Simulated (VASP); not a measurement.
# B5Ru (Amm2) in VASP: notebook

The runs below take B5Ru through single point, relaxation of cell and atoms, with PBE.

All numbers are computed with VASP 6.6.1; they aren't measurements. Logs are shortened: lines on timing, memory, paths and dates and some standing lists are left out, and cuts for length are marked.

### Step 1. The cell of the first run

The structure is orthorhombic, space group Amm2 (No. 38). Conventional cell: a = 4.435 Å, b = 3.351 Å, c = 6.383 Å, α = 90.00°, β = 90.00°, γ = 90.00°. B (site symmetry 1) has 4 B at 1.50 to 1.79 Å and 1 Ru at 1.93 Å within 2.0 Å. Within 2.4 Å of B (site symmetry mm2) lie 8 B at 1.79 to 2.13 Å. Within 2.6 Å of Ru (site symmetry mm2) lie 4 B at 1.93 Å.

### Step 2. Single point, PBE

Contents of INCAR:

```
PREC     = Accurate       # precision mode
ENCUT    = 520            # plane-wave cutoff, eV
EDIFF    = 1E-6           # SCF threshold, eV
ISMEAR   = 0              # smearing method
SIGMA    = 0.1            # smearing width, eV
LREAL    = False          # projectors in reciprocal space
LASPH    = True           # aspherical terms in the spheres
NELM     = 80             # most SCF steps
ALGO     = Normal         # electronic algorithm
ISIF     = 2              # what is computed and relaxed
LWAVE    = False          # write WAVECAR
LCHARG   = False          # write CHGCAR
GGA      = PE             # functional
NBANDS   = 24             # bands
```

Contents of KPOINTS:

```
Automatic mesh
0
Gamma
  4 6 6
```

Contents of POSCAR:

```
B5Ru
1.0
    4.4349933400      0.0000000000      0.0000000000
    0.0000000000      1.6757390200      3.1915360600
    0.0000000000     -1.6757390200      3.1915360600
B Ru
5 1
Direct
    0.1695188800      0.8397122900      0.3660835700
    0.8304811200      0.3660835700      0.8397122900
    0.1695188800      0.3660835700      0.8397122900
    0.8304811200      0.8397122900      0.3660835700
    0.0000000000      0.3157392200      0.3157392200
    0.5000000000      0.9640278200      0.9640278200
```

Potentials or basis: VASP PAW PBE potentials, release 64 (B, Ru_pv).

Launch:

```sh
cat potpaw_PBE.64/B/POTCAR potpaw_PBE.64/Ru_pv/POTCAR > POTCAR
mpirun -np 1 vasp_std > vasp.out
```

OUTCAR:

```text
PREC = Accurate
   ENCUT = 520
   EDIFF = 1E-6
   ISMEAR = 0
   LREAL = False
   LASPH = True
   NELM = 80
   ISIF = 2
   GGA = PE

 ion  position               nearest neighbor table
   1  0.170  0.840  0.366-   4 1.50   3 1.59   3 1.76   5 1.79   6 1.93   5 2.13
   2  0.830  0.366  0.840-   3 1.50   4 1.59   4 1.76   5 1.79   6 1.93   5 2.13
   3  0.170  0.366  0.840-   2 1.50   1 1.59   1 1.76   5 1.79   6 1.93   5 2.13
   4  0.830  0.840  0.366-   1 1.50   2 1.59   2 1.76   5 1.79   6 1.93   5 2.13
   5  0.000  0.316  0.316-   1 1.79   2 1.79   3 1.79   4 1.79   1 2.13   4 2.13   2 2.13   3 2.13

   6  0.500  0.964  0.964-   1 1.93   2 1.93   3 1.93   4 1.93

  LATTYP: Found a base centered orthorhombic cell.
 ALAT       =     3.3514780400
 B/A-ratio  =     1.9045543619
 C/A-ratio  =     1.3232947634

  Lattice vectors:

 A1 = (   0.0000000000,   1.6757390200,  -3.1915360600)
 A2 = (   0.0000000000,   1.6757390200,   3.1915360600)
 A3 = (   4.4349933400,   0.0000000000,   0.0000000000)

Analysis of symmetry for initial positions (statically):
=====================================================================
 Subroutine PRICEL returns:
 Original cell was already a primitive cell.

 Routine SETGRP: Setting up the symmetry group for a
 base centered orthorhombic supercell.

 Subroutine GETGRP returns: Found  4 space group operations
 (whereof  4 operations were pure point group operations)
 out of a pool of  8 trial point group operations.

The static configuration has the point symmetry C_2v.

Analysis of symmetry for dynamics (positions and initial velocities):
=====================================================================
 Subroutine PRICEL returns:
 Original cell was already a primitive cell.

 Routine SETGRP: Setting up the symmetry group for a
 base centered orthorhombic supercell.

 Subroutine GETGRP returns: Found  4 space group operations
 (whereof  4 operations were pure point group operations)
 out of a pool of  8 trial point group operations.

The dynamic configuration has the point symmetry C_2v.

 Subroutine INISYM returns: Found  4 space group operations
 (whereof  4 operations are pure point group operations),
 and found     1 'primitive' translations

----------------------------------------------------------------------------------------

                                     Primitive cell

  volume of cell :      47.4383

  direct lattice vectors                    reciprocal lattice vectors
     4.434993340  0.000000000  0.000000000     0.225479482  0.000000000  0.000000000
     0.000000000  1.675739020  3.191536060     0.000000000  0.298375817  0.156664374
     0.000000000 -1.675739020  3.191536060     0.000000000 -0.298375817  0.156664374

  length of vectors
     4.434993340  3.604719640  3.604719640     0.225479482  0.337004235  0.337004235

  position of ions in fractional coordinates (direct lattice)
     0.169518880  0.839712290  0.366083570
     0.830481120  0.366083570  0.839712290
     0.169518880  0.366083570  0.839712290
     0.830481120  0.839712290  0.366083570
     0.000000000  0.315739220  0.315739220
     0.500000000  0.964027820  0.964027820

  ion indices of the primitive-cell ions
   primitive index   ion index
                 1           1
                 2           2
                 3           3
                 4           4
                 5           5
                 6           6

----------------------------------------------------------------------------------------

 KPOINTS: Automatic mesh

Automatic generation of k-mesh.
 Grid dimensions read from file:
 generate k-points for:    4    6    6

 Generating k-lattice:

  Cartesian coordinates                     Fractional coordinates (reciprocal lattice)
     0.056369870  0.000000000  0.000000000     0.250000000  0.000000000  0.000000000
     0.000000000  0.049729303  0.026110729     0.000000000  0.166666667  0.000000000
     0.000000000 -0.049729303  0.026110729     0.000000000  0.000000000  0.166666667

  Length of vectors
     0.056369870  0.056167373  0.056167373

  Shift w.r.t. Gamma in fractional coordinates (k-lattice)
     0.000000000  0.000000000  0.000000000

 Subroutine IBZKPT returns following result:
 ===========================================

 Found     39 irreducible k-points:

 Following reciprocal coordinates:
            Coordinates               Weight
  0.000000  0.000000  0.000000      1.000000
  0.250000  0.000000  0.000000      2.000000
  0.500000  0.000000  0.000000      1.000000
  0.000000  0.166667  0.000000      4.000000
  0.250000  0.166667  0.000000      8.000000
  0.500000  0.166667  0.000000      4.000000
[... 16 lines left out ...]
  0.250000 -0.333333  0.166667      8.000000
  0.500000 -0.333333  0.166667      4.000000
 [... further k-points ...]
   k-points           NKPTS =     39   k-points in BZ     NKDIM =     39   number of bands    NBANDS=     24
   number of dos      NEDOS =    301   number of ions     NIONS =      6
   total plane-waves  NPLWV =  28224
   dimension x,y,z NGX =    36 NGY =   28 NGZ =   28
   dimension x,y,z NGXF=    72 NGYF=   56 NGZF=   56
   ions per type =               5   1
   NGX,Y,Z   is equivalent  to a cutoff of  13.49, 12.91, 12.91 a.u.
   NGXF,Y,Z  is equivalent  to a cutoff of  26.99, 25.83, 25.83 a.u.
 SYSTEM =  unknown system
   PREC   = accura    normal or accurate (medium, high low for compatibility)
   ISTART =      0    job   : 0-new  1-cont  2-samecut
   ICHARG =      2    charge: 1-file 2-atom 10-const
   ISPIN  =      1    spin polarized calculation?
   LNONCOLLINEAR =      F non collinear calculations
   LSORBIT =      F    spin-orbit coupling
   LASPH  =      T    aspherical Exc in radial PAW
   ENCUT  =  520.0 eV  38.22 Ry    6.18 a.u.   8.25  6.70  6.70*2*pi/ulx,y,z
   NELM   =     80;   NELMIN=  2; NELMDL= -5     # of ELM steps
   EDIFF  = 0.1E-05   stopping-criterion for ELM
   LREAL  =      F    real-space projection
   EDIFFG = 0.1E-04   stopping-criterion for IOM
   NSW    =      0    number of steps for IOM
   IBRION =     -1    ionic relax: 0-MD 1-quasi-New 2-CG
   NFREE  =      0    steps in history (QN), initial steepest desc. (CG)
   ISIF   =      2    stress and relaxation
   ISYM   =      2    0-nonsym 1-usesym 2-fastsym
   POTIM  = 0.5000    time-step for ionic-motion
   TEBEG  =    0.0;   TEEND  =   0.0 temperature during run
   PSTRESS=    0.0 pullay stress
   NELECT =      29.0000    total number of electrons
   NUPDOWN=      -1.0000    fix difference up-down
   EMIN   =  10.00;   EMAX   =-10.00  energy-range for DOS
   EFERMI =   0.00;   METHOD = LEGACY
   ISMEAR =     0;   SIGMA  =   0.10  broadening in eV -4-tet -1-fermi 0-gaus
   EFERMI_NEDOS =   21; number of points for ismear=-14 and -15
   IALGO  =     38    algorithm
   IMIX   =      4    mixing-type and parameters
     AMIX     =   0.40;   BMIX     =  1.00
     AMIX_MAG =   1.60;   BMIX_MAG =  1.00
  volume/ion in A,a.u.               =       7.91        53.35
  Fermi-wavevector in a.u.,A,eV,Ry     =   1.389412  2.625608 26.265591  1.930466
  Thomas-Fermi vector in A             =   2.513445
   LORBIT       =      0    0 simple, 1 ext, 2 COOP (PROOUT), +10 PAW based schemes
   GGA     = PE    functional components
   LHFCALC =     F    Hartree Fock is set to
   AEXX    =    0.0000 exact exchange contribution
   IVDW    =     0    specifies the selected vdW correction
   LEPSILON=     F    determine dielectric tensor
   LRPA    =     F    only Hartree local field effects (RPA)
 non-spin polarized calculation
 Gauss-broadening in eV      SIGMA  =   0.10
  energy-cutoff  :      520.00
  volume of cell :       47.44
 maximum number of plane-waves:      1298
 NGX is ok and might be reduce to    36
   NGX = 17   NGY = 13   NGZ = 13

 number of electron      28.9999999 magnetization

 Free energy of the ion-electron system (eV)
  ---------------------------------------------------
  ext. energy  EPLUGINS =         0.00000000
  ---------------------------------------------------
  free energy    TOTEN  =       -34.43643190 eV

  energy without entropy =      -34.41526324  energy(sigma->0) =      -34.42584757

 E-fermi :   8.7354     XC(G=0): -12.4558

 val. band max:        8.7264514199   @ k =   0.0000   0.1667   0.1667
 cond. band min:       8.7358784984   @ k =   0.5000   0.3333   0.1667
 fundamental gap:      0.0094270785
 Fermi energy:         8.7354014863

 k-point     1 :       0.0000    0.0000    0.0000
  band No.  band energies     occupation
      1     -34.3982      2.00000
      2     -33.8625      2.00000
      3     -33.8483      2.00000
      4      -7.8726      2.00000
      5      -0.3774      2.00000
      6       0.3997      2.00000
[... 16 lines left out ...]
     23      18.2563      0.00000
     24      20.1961      0.00000

 k-point     2 :       0.2500    0.0000    0.0000
  band No.  band energies     occupation
      1     -34.3998      2.00000
      2     -33.8624      2.00000
      3     -33.8482      2.00000
      4      -7.7089      2.00000
      5      -1.1146      2.00000
      6      -0.2384      2.00000
[... 16 lines left out ...]
     23      17.7139      0.00000
     24      19.5707      0.00000

 k-point     3 :       0.5000    0.0000    0.0000
  band No.  band energies     occupation
      1     -34.4013      2.00000
      2     -33.8623      2.00000
      3     -33.8481      2.00000
      4      -7.5254      2.00000
      5      -1.9072      2.00000
      6      -0.1929      2.00000
[... 16 lines left out ...]
     23      17.1085      0.00000
     24      18.5244      0.00000
[... 514 lines left out ...]
 k-point    23 :       0.2500   -0.3333    0.1667
  band No.  band energies     occupation
      1     -34.3906      2.00000
      2     -33.9110      2.00000
      3     -33.8755      2.00000
      4      -5.4381      2.00000
      5      -4.2901      2.00000
      6       0.4048      2.00000
[... 16 lines left out ...]
     23      19.0306      0.00000
     24      19.2655      0.00000

 k-point    24 :       0.5000   -0.3333    0.1667
  band No.  band energies     occupation
      1     -34.3921      2.00000
      2     -33.9109      2.00000
      3     -33.8753      2.00000
      4      -5.3356      2.00000
      5      -4.2666      2.00000
      6       0.5721      2.00000
[... 16 lines left out ...]
     23      18.4845      0.00000
     24      19.1348      0.00000

 [... further k-points ...]
[... 5 lines left out ...]
  --------------------------------------------------------------------------------------
  -------------------------------------------------------------------------------------
  Total       30.9812089     16.7742018      2.3683785      0.0000000      0.0000000      0.0000000
  in kB     1046.3568868    566.5305577     79.9894276      0.0000000      0.0000000      0.0000000
  external PRESSURE =     564.2922907 kB  Pullay stress =       0.0000000 kB

 VOLUME and BASIS-vectors are now :
 -----------------------------------------------------------------------------
  energy-cutoff  :      520.00
  volume of cell :       47.44
      direct lattice vectors                 reciprocal lattice vectors
     4.434993340  0.000000000  0.000000000     0.225479482  0.000000000  0.000000000
     0.000000000  1.675739020  3.191536060     0.000000000  0.298375817  0.156664374
     0.000000000 -1.675739020  3.191536060     0.000000000 -0.298375817  0.156664374

 POSITION                                       TOTAL-FORCE (eV/Angst)
 -----------------------------------------------------------------------------------
      0.75182      0.79368      3.84834         4.309372      0.904742      1.534924
      3.68318     -0.79368      3.84834        -4.309372     -0.904742      1.534924
      0.75182     -0.79368      3.84834         4.309372     -0.904742      1.534924
      3.68318      0.79368      3.84834        -4.309372      0.904742      1.534924
      0.00000      0.00000      2.01539        -0.000000     -0.000000      0.879916
      2.21750      0.00000      6.15346        -0.000000     -0.000000     -7.019613
 -----------------------------------------------------------------------------------
    total drift:                                0.000000      0.000000     -0.001065

  FREE ENERGIE OF THE ION-ELECTRON SYSTEM (eV)
  ---------------------------------------------------
  free  energy   TOTEN  =       -34.4364318962 eV

  energy  without entropy=      -34.4152632350  energy(sigma->0) =      -34.42584757
```

Run time: 17 s. Hardware: 1 thread of Intel Xeon 6975P-C (Granite Rapids), shared host; peak memory 0.18 GiB.

Results:

```
Free energy   : -34.4364 eV
Pressure      : 56.4 GPa
Largest force : 7.020 eV/Å
```

Forces on the atoms (eV/Å):
```
B    4.309  0.905  1.535
B   -4.309 -0.905  1.535
B    4.309 -0.905  1.535
B   -4.309  0.905  1.535
B    0.000  0.000  0.880
Ru   0.000  0.000 -7.020
```

Caveat: forces of over 1 eV/Å act on the atoms, so gaps and moduli don't describe the material at rest.

### Step 3. Relaxation of cell and atoms, PBE

Contents of INCAR:

```
PREC = Accurate ; ENCUT = 600
EDIFF = 1E-6 ; ISMEAR = 0
SIGMA = 0.1 ; LREAL = False
LASPH = True ; NELM = 100
ALGO = Normal ; ISIF = 3
LWAVE = False ; LCHARG = False
GGA = PE ; IBRION = 2
NSW = 90 ; EDIFFG = -0.04
```

Contents of KPOINTS:

```
regular mesh
0
Gamma
  4 6 6
```

POSCAR is that of step 2.

Potentials or basis: VASP PAW PBE potentials, release 64 (B, Ru_pv).

Launch:

```sh
cat potpaw_PBE.64/B/POTCAR potpaw_PBE.64/Ru_pv/POTCAR > POTCAR
mpirun -np 1 vasp_std > vasp.out
```

It took 5.3 min on 1 thread of Intel Xeon 6975P-C (Granite Rapids), shared host; peak memory 0.22 GiB.

Results (log left out):

```
Free energy                            : -41.4009 eV
Relaxed volume                         : 7.71 Å³/atom
Relaxed cell                           : a = 5.655 Å, b = 2.861 Å, c = 2.861 Å, α = 89.78°, β = 90.00°, γ = 90.00°
Space group after relaxing (to 0.05 Å) : P4/mmm (No. 123)
Energy gained by relaxing              : 1159.6 meV/atom
Ionic steps                            : 34
Pressure after relaxing                : 0.0 GPa
Largest force after relaxing           : 0.019 eV/Å
```

Forces in eV/Å, atoms in the order of the input:
```
B   -0.005 -0.018 -0.003
B    0.005  0.018 -0.003
B   -0.005  0.018 -0.003
B    0.005 -0.018 -0.003
B    0.000  0.000 -0.001
Ru   0.000  0.000  0.011
```

Stress tensor (GPa, compression positive):
```
 0.25  0.00  0.00
 0.00 -0.04  0.00
 0.00  0.00 -0.10
```

The path:
| step | energy change (eV) | largest force (eV/Å) | pressure (GPa) | volume (Å³) |
| --- | --- | --- | --- | --- |
| 1 | 0.0000 | 7.0160 | 56.40 | 47.44 |
| 2 | -1.7038 | 2.4582 | -37.17 | 68.51 |
| 3 | -3.3931 | 2.3058 | -14.45 | 57.51 |
| 4 | -3.3995 | 2.4447 | -13.05 | 57.13 |
| 5 | -3.4006 | 2.5869 | -11.62 | 56.76 |
| 6 | -4.2371 | 1.9878 | -6.69 | 53.09 |
| 7 | -4.5897 | 1.3281 | 5.44 | 49.64 |
| 8 | -4.5955 | 1.6404 | 7.88 | 49.15 |
| 9 | -4.9251 | 0.7888 | -2.38 | 50.25 |
| 10 | -5.0576 | 1.1968 | -7.48 | 51.14 |
| 11 | -5.2441 | 1.1779 | -7.78 | 50.96 |
| 12 | -5.5908 | 3.1280 | -6.02 | 50.09 |
| 13 | -5.6684 | 3.9837 | -4.18 | 49.48 |
| 14 | -6.0474 | 3.6595 | -5.73 | 48.67 |
| 15 | -6.1469 | 3.4662 | -5.53 | 48.11 |
| 16 | -6.1218 | 2.8255 | -2.57 | 46.79 |
| 17 | -6.1717 | 3.2977 | -4.97 | 47.67 |
| 18 | -6.4985 | 2.6483 | -2.69 | 46.96 |
| 19 | -6.8855 | 0.6758 | 6.62 | 45.27 |
| 20 | -6.8908 | 0.3457 | 8.57 | 45.00 |
| 21 | -6.9357 | 0.1770 | -0.65 | 46.44 |
| 22 | -6.9358 | 0.1798 | -0.42 | 46.40 |
| 23 | -6.9397 | 0.1174 | -0.19 | 46.39 |
| 24 | -6.9426 | 0.1168 | 0.30 | 46.38 |
| 25 | -6.9460 | 0.0915 | -0.31 | 46.45 |
| 26 | -6.9492 | 0.1526 | -2.08 | 46.66 |
| 27 | -6.9506 | 0.1579 | -1.75 | 46.59 |
| 28 | -6.9534 | 0.1749 | -0.76 | 46.40 |
| 29 | -6.9503 | 0.2112 | 1.39 | 46.02 |
| 30 | -6.9539 | 0.1810 | -0.30 | 46.32 |
| 31 | -6.9552 | 0.1487 | -0.12 | 46.29 |
| 32 | -6.9572 | 0.0517 | 0.46 | 46.21 |
| 33 | -6.9573 | 0.0270 | 0.60 | 46.20 |
| 34 | -6.9577 | 0.0189 | 0.03 | 46.28 |

Final structure:
```yaml
crystal:
  lattice:
    - [5.65458, 0.00000, 0.00000]
    - [0.00000, 2.01904, 2.02678]
    - [0.00000, -2.01904, 2.02678]
  atoms:
    - { symbol: B, position: [0.20529, 0.86712, 0.36373] }
    - { symbol: B, position: [0.79471, 0.36373, 0.86712] }
    - { symbol: B, position: [0.20529, 0.36373, 0.86712] }
    - { symbol: B, position: [0.79471, 0.86712, 0.36373] }
    - { symbol: B, position: [0.00000, 0.36583, 0.36583] }
    - { symbol: Ru, position: [0.50000, 0.86383, 0.86383] }
```

Levels at points of the mesh, in eV from the Fermi level:
| k point | band 12 | band 13 | band 14 | band 15 | band 16 | band 17 |
| --- | --- | --- | --- | --- | --- | --- |
| (0.00, 0.00, 0.00) | -4.44 | -1.81 | -0.17 | 0.16 | 1.83 | 1.89 |
| (0.50, 0.00, 0.00) | -1.78 | -1.71 | -1.32 | -1.30 | -0.17 | 0.15 |
| (0.00, 0.50, 0.00) | -3.16 | -3.05 | -0.93 | 1.20 | 1.52 | 2.22 |
| (0.50, 0.50, 0.00) | -2.37 | -2.13 | -1.54 | 0.12 | 2.23 | 2.56 |
| (0.00, 0.50, 0.50) | -4.40 | -2.51 | -2.44 | -0.06 | 0.52 | 0.59 |
| (0.50, 0.50, 0.50) | -4.66 | -4.57 | -3.46 | 0.68 | 1.38 | 2.71 |
